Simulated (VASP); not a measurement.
# AlCo (Pm-3m) in VASP: further runs

Aim: see how the results for AlCo move with the level of theory and the settings. Levels: PBE, RPBE. Tasks: relaxation of cell and atoms.

Everything below comes from runs of VASP 6.6.1. Logs are shortened: lines on timing, memory, paths and dates and some standing lists are left out, and cuts for length are marked.

## 1. The cell of the first run

The structure is cubic, space group Pm-3m (No. 221). The conventional cell has a = 2.819 Å, b = 2.819 Å, c = 2.819 Å, α = 90.00°, β = 90.00°, γ = 90.00°. Within 3.2 Å of Al (site symmetry m-3m) lie 8 Co at 2.44 Å and 6 Al at 2.82 Å. Co (site symmetry m-3m) has 8 Al at 2.44 Å and 6 Co at 2.82 Å within 3.2 Å.

## 2. Relaxation of cell and atoms, PBE, collinear spin, ferromagnetic start

File INCAR:

```
ALGO     = Normal         # electronic algorithm
EDIFF    = 1E-6           # SCF threshold, eV
EDIFFG   = -0.02          # ionic threshold
ENCUT    = 600            # plane-wave cutoff, eV
GGA      = PE             # functional
IBRION   = 2              # ionic algorithm
ISIF     = 3              # what is computed and relaxed
ISMEAR   = -1             # smearing method
ISPIN    = 2              # spin polarisation
LASPH    = T              # aspherical terms in the spheres
LCHARG   = F              # write CHGCAR
LMAXMIX  = 4              # l up to which the mixer works
LORBIT   = 11             # projections on sites
LREAL    = F              # projectors in reciprocal space
LWAVE    = F              # write WAVECAR
MAGMOM   = 0 1.8          # initial moments
NELM     = 150            # most SCF steps
NSW      = 80             # ionic steps
PREC     = Accurate       # precision mode
SIGMA    = 0.05           # smearing width, eV
```

File KPOINTS:

```
k-points
0
Gamma
  11 11 11
```

File POSCAR:

```
AlCo
1.0
    2.8194032100      0.0000000000      0.0000000000
    0.0000000000      2.8194032100      0.0000000000
    0.0000000000      0.0000000000      2.8194032100
Al Co
1 1
Direct
    0.0000000000      0.0000000000      0.0000000000
    0.5000000000      0.5000000000      0.5000000000
```

Potentials or basis: VASP PAW PBE potentials, release 64 (Al, Co).

Command:

```bash
$ cat potpaw_PBE.64/Al/POTCAR potpaw_PBE.64/Co/POTCAR > POTCAR
$ mpirun -np 1 vasp_std > vasp.out
```

OUTCAR:

```text
EDIFF = 1E-6
   EDIFFG = -0.02
   ENCUT = 600
   GGA = PE
   IBRION = 2
   ISIF = 3
   ISMEAR = -1
   ISPIN = 2
   LASPH = T
   LORBIT = 11
   LREAL = F
   NELM = 150
   NSW = 80
   PREC = Accurate

 ion  position               nearest neighbor table
   1  0.000  0.000  0.000-   2 2.44   2 2.44   2 2.44   2 2.44   2 2.44   2 2.44   2 2.44   2 2.44

   2  0.500  0.500  0.500-   1 2.44   1 2.44   1 2.44   1 2.44   1 2.44   1 2.44   1 2.44   1 2.44

  LATTYP: Found a simple cubic cell.
 ALAT       =     2.8194032100

  Lattice vectors:

 A1 = (   2.8194032100,   0.0000000000,   0.0000000000)
 A2 = (   0.0000000000,   2.8194032100,   0.0000000000)
 A3 = (   0.0000000000,   0.0000000000,   2.8194032100)

Analysis of symmetry for initial positions (statically):
=====================================================================
 Subroutine PRICEL returns:
 Original cell was already a primitive cell.

 Routine SETGRP: Setting up the symmetry group for a
 simple cubic supercell.

 Subroutine GETGRP returns: Found 48 space group operations
 (whereof 48 operations were pure point group operations)
 out of a pool of 48 trial point group operations.

The static configuration has the point symmetry O_h .

Analysis of symmetry for dynamics (positions and initial velocities):
=====================================================================
 Subroutine PRICEL returns:
 Original cell was already a primitive cell.

 Routine SETGRP: Setting up the symmetry group for a
 simple cubic supercell.

 Subroutine GETGRP returns: Found 48 space group operations
 (whereof 48 operations were pure point group operations)
 out of a pool of 48 trial point group operations.

The dynamic configuration has the point symmetry O_h .

Analysis of structural, dynamic, and magnetic symmetry:
=====================================================================
 Subroutine PRICEL returns:
 Original cell was already a primitive cell.

 Routine SETGRP: Setting up the symmetry group for a
 simple cubic supercell.

 Subroutine GETGRP returns: Found 48 space group operations
 (whereof 48 operations were pure point group operations)
 out of a pool of 48 trial point group operations.

The overall configuration has the point symmetry O_h .

 Subroutine INISYM returns: Found 48 space group operations
 (whereof 48 operations are pure point group operations),
 and found     1 'primitive' translations

----------------------------------------------------------------------------------------

                                     Primitive cell

[... 117 lines left out ...]
   AEXX    =    0.0000 exact exchange contribution
   IVDW    =     0    specifies the selected vdW correction
   LEPSILON=     F    determine dielectric tensor
   LRPA    =     F    only Hartree local field effects (RPA)
 conjugate gradient relaxation of ions
 spin polarized calculation
  energy-cutoff  :      600.00
  volume of cell :       22.41
 maximum number of plane-waves:       759
 NGX is ok and might be reduce to    24
   NGX = 11   NGY = 11   NGZ = 11

--------------------------------------- Ionic step        1  -------------------------------------------

 number of electron      11.9999996 magnetization      -0.0063400

 number of electron      11.9999996 magnetization       0.0000094

 Free energy of the ion-electron system (eV)
  ---------------------------------------------------
  ext. energy  EPLUGINS =         0.00000000
  ---------------------------------------------------
  free energy    TOTEN  =       -11.97460080 eV

  energy without entropy =      -11.96664248  energy(sigma->0) =      -11.97062164

------------------------ aborting loop because EDIFF is reached ----------------------------------------

  FORCE on cell =-STRESS in cart. coord.  units (eV):
  Direction    XX          YY          ZZ          XY          YZ          ZX
  --------------------------------------------------------------------------------------
  -------------------------------------------------------------------------------------
  Total        0.9478921      0.9478921      0.9478921      0.0000000      0.0000000     -0.0000000
  in kB       67.7638286     67.7638286     67.7638286      0.0000000      0.0000000     -0.0000000
  external PRESSURE =      67.7638286 kB  Pullay stress =       0.0000000 kB
[... 63 lines left out ...]
 number of electron      11.9999996 magnetization       0.0000022

 number of electron      11.9999996 magnetization      -0.0000010

 Free energy of the ion-electron system (eV)
  ---------------------------------------------------
  ext. energy  EPLUGINS =         0.00000000
  ---------------------------------------------------
  free energy    TOTEN  =       -11.98994174 eV

  energy without entropy =      -11.98147107  energy(sigma->0) =      -11.98570640

 E-fermi :  10.5620     XC(G=0): -12.2580

 val. band max:       10.4204864460   @ k =   0.4545   0.4545   0.0909
 cond. band min:      10.5734304829   @ k =   0.4545   0.3636   0.0000
 fundamental gap:      0.1529440370
 Fermi energy:        10.5620174075

 spin component 1

 k-point     1 :       0.0000    0.0000    0.0000
  band No.  band energies     occupation
      1      -0.5096      1.00000
      2       7.6025      1.00000
      3       7.6025      1.00000
      4       9.7136      1.00000
      5       9.7136      1.00000
      6       9.7136      1.00000
      7      16.5127      0.00000
      8      16.5127      0.00000
      9      16.5127      0.00000
     10      19.2830      0.00000
     11      19.2830      0.00000
[... 310 lines left out ...]
  band No.  band energies     occupation
      1       1.1665      1.00000
      2       7.1178      1.00000
      3       7.9361      1.00000
      4       9.0721      1.00000
      5       9.1132      1.00000
      6       9.6241      1.00000
      7      11.9807      0.00000
      8      16.4934      0.00000
      9      17.3453      0.00000
     10      21.1287      0.00000
     11      24.4241      0.00000

 [... further k-points ...]

 spin component 2

 k-point     1 :       0.0000    0.0000    0.0000
  band No.  band energies     occupation
      1      -0.5096      1.00000
      2       7.6025      1.00000
      3       7.6025      1.00000
      4       9.7136      1.00000
      5       9.7136      1.00000
      6       9.7136      1.00000
      7      16.5127      0.00000
      8      16.5127      0.00000
      9      16.5127      0.00000
     10      19.2830      0.00000
     11      19.2830      0.00000
[... 351 lines left out ...]
  FREE ENERGIE OF THE ION-ELECTRON SYSTEM (eV)
  ---------------------------------------------------
  free  energy   TOTEN  =       -11.9899417415 eV

  energy  without entropy=      -11.9814710665  energy(sigma->0) =      -11.98570640

 reached required accuracy - stopping structural energy minimisation

 total charge

# of ion       s       p       d       tot
------------------------------------------
    1        0.394   0.428   0.000   0.822
    2        0.433   0.506   7.507   8.446
--------------------------------------------------
tot          0.827   0.934   7.507   9.268

 magnetization (x)

# of ion       s       p       d       tot
------------------------------------------
    1        0.000   0.000   0.000   0.000
    2       -0.000  -0.000  -0.000  -0.000
--------------------------------------------------
tot          0.000  -0.000  -0.000   0.000
```

Wall time 62 s (1 thread of Intel Xeon Platinum 8259CL at 2.50GHz (Skylake/Cascade Lake), shared host); peak memory 0.17 GiB.

Results:

```
Free energy                                           : -11.9899 eV
Relaxed volume                                        : 11.59 Å³/atom
Relaxed cell                                          : a = 2.851 Å, b = 2.851 Å, c = 2.851 Å, α = 90.00°, β = 90.00°, γ = 90.00°
Space group after relaxing (to 0.05 Å)                : Pm-3m (No. 221)
Energy gained by relaxing                             : 7.7 meV/atom
Ionic steps                                           : 3
Pressure after relaxing                               : 0.1 GPa
Band gap on the k mesh                                : zero (filled and empty bands overlap)
Net moment                                            : 0.00 μB per cell
Valence electrons inside the program's atomic spheres : Al 0.82; Co 8.45
```

Step by step:
```csv
step,energy change (eV),largest force (eV/Å),pressure (GPa),volume (Å³)
1,0.0000,0.0000,6.78,22.41
2,-0.0010,0.0000,-5.59,23.98
3,-0.0153,0.0000,0.08,23.18
```

Final structure:
```cif
data_structure
_symmetry_space_group_name_H-M 'P 1'
_symmetry_Int_Tables_number 1
_cell_length_a 2.8514
_cell_length_b 2.8514
_cell_length_c 2.8514
_cell_angle_alpha 90.000
_cell_angle_beta 90.000
_cell_angle_gamma 90.000
_cell_volume 23.18
loop_
_atom_site_label
_atom_site_type_symbol
_atom_site_fract_x
_atom_site_fract_y
_atom_site_fract_z
_atom_site_occupancy
Al1 Al 0.00000 0.00000 0.00000 1
Co1 Co 0.50000 0.50000 0.50000 1
```

Caveat: the starting moments collapsed, and a magnetic state may lie lower.

## 3. Relaxation of cell and atoms, RPBE, collinear spin, ferromagnetic start

File INCAR:

```
PREC     = Accurate       # precision mode
ENCUT    = 600            # plane-wave cutoff, eV
EDIFF    = 1E-6           # SCF threshold, eV
ISMEAR   = -1             # smearing method
SIGMA    = 0.05           # smearing width, eV
LREAL    = False          # projectors in reciprocal space
LASPH    = True           # aspherical terms in the spheres
NELM     = 150            # most SCF steps
ALGO     = Normal         # electronic algorithm
ISIF     = 3              # what is computed and relaxed
LWAVE    = False          # write WAVECAR
LCHARG   = False          # write CHGCAR
ISPIN    = 2              # spin polarisation
MAGMOM   = 0 1.8          # initial moments
LORBIT   = 11             # projections on sites
LMAXMIX  = 4              # l up to which the mixer works
GGA      = RP             # functional
IBRION   = 2              # ionic algorithm
NSW      = 80             # ionic steps
EDIFFG   = -0.02          # ionic threshold
```

File KPOINTS:

```
regular mesh
0
Gamma
  11 11 11
```

POSCAR is that of step 2.

Potentials or basis: VASP PAW PBE potentials, release 64 (Al, Co).

Command:

```bash
$ cat potpaw_PBE.64/Al/POTCAR potpaw_PBE.64/Co/POTCAR > POTCAR
$ mpirun -np 1 vasp_std > vasp.out
```

Wall time 84 s (1 thread of Intel Xeon Platinum 8259CL at 2.50GHz (Skylake/Cascade Lake), shared host); peak memory 0.17 GiB.

It converged, with:

| Quantity | Value |
| --- | --- |
| Free energy | -11.1722 eV |
| Relaxed volume | 11.84 Å³/atom |
| Relaxed cell | a = 2.872 Å, b = 2.872 Å, c = 2.872 Å, α = 90.00°, β = 90.00°, γ = 90.00° |
| Space group after relaxing (to 0.05 Å) | Pm-3m (No. 221) |
| Energy gained by relaxing | 20.5 meV/atom |
| Ionic steps | 6 |
| Pressure after relaxing | 0.1 GPa |
| Band gap on the k mesh | zero (filled and empty bands overlap) |
| Net moment | 0.00 μB per cell |
| Valence electrons inside the program's atomic spheres | Al 0.81; Co 8.40 |

The path:
| step | energy change (eV) | largest force (eV/Å) | pressure (GPa) | volume (Å³) |
| --- | --- | --- | --- | --- |
| 1 | 0.0000 | 0.0000 | 10.90 | 22.41 |
| 2 | -0.0086 | 0.0000 | -7.74 | 24.98 |
| 3 | -0.0410 | 0.0000 | 0.62 | 23.71 |
| 4 | -0.0408 | 0.0000 | -0.56 | 23.79 |
| 5 | -0.0410 | 0.0000 | -0.28 | 23.75 |
| 6 | -0.0410 | 0.0000 | 0.11 | 23.69 |

Final structure:
```
CELL_PARAMETERS angstrom
2.87195 0.00000 0.00000
0.00000 2.87195 0.00000
0.00000 0.00000 2.87195
ATOMIC_POSITIONS crystal
Al 0.00000 0.00000 0.00000
Co 0.50000 0.50000 0.50000
```

Levels at points of the mesh, in eV from the Fermi level:
Spin up:
```csv
k point,band 2,band 3,band 4,band 5,band 6,band 7,band 8,band 9,band 10,band 11
"(0.00, 0.00, 0.00)",-2.86,-2.86,-0.83,-0.83,-0.83,5.87,5.87,5.87,8.58,8.58
```
Spin down:
```csv
k point,band 3,band 4,band 5,band 6,band 7,band 8,band 9,band 10
"(0.00, 0.00, 0.00)",-2.86,-0.83,-0.83,-0.83,5.87,5.87,5.87,8.58
```

Caveat: the starting moments collapsed, and a magnetic state may lie lower; the PAW data sets were made with another functional, which shifts forces and pressure a little.
